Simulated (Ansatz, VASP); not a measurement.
# KF in VASP and in Ansatz

```
K F
1.0
     2.66746    2.66746    0.00000
    -2.66746    2.66746    0.00000
     0.00000    2.66746    2.64622
K F
1 1
Direct
  0.00000 0.00000 0.00000
  0.50000 0.50000 0.00000
```

Change from the starting cell: film at in-plane strain +0.005.

Alike in both runs: task single point; functional PBEsol; k mesh 8 × 8 × 8; no spin polarisation.

|  | VASP | Ansatz |
| --- | --- | --- |
| version | VASP 6.6.1 | Ansatz 0.2.0 |
| potentials or method | VASP PAW PBE potentials, release 64 (K_sv, F), cutoff 520 eV | all-electron LAPW, scalar-relativistic |
| occupations | gaussian, width 0.01 eV | fixed |

Ansatz gave:

- gap on the k mesh at the Fermi level (eV): 6.10
- pressure (GPa): -0.3
- traceless stress, the component that is largest in VASP (GPa): 0.28

Which values does VASP return?

gap on the k mesh at the Fermi level (eV): 6.09; pressure (GPa): -0.2; traceless stress, the component that is largest in VASP (GPa): 0.30.

VASP's potentials were made for PBE, not for PBEsol. Ansatz ran all-electron here, and VASP with PAW potentials.
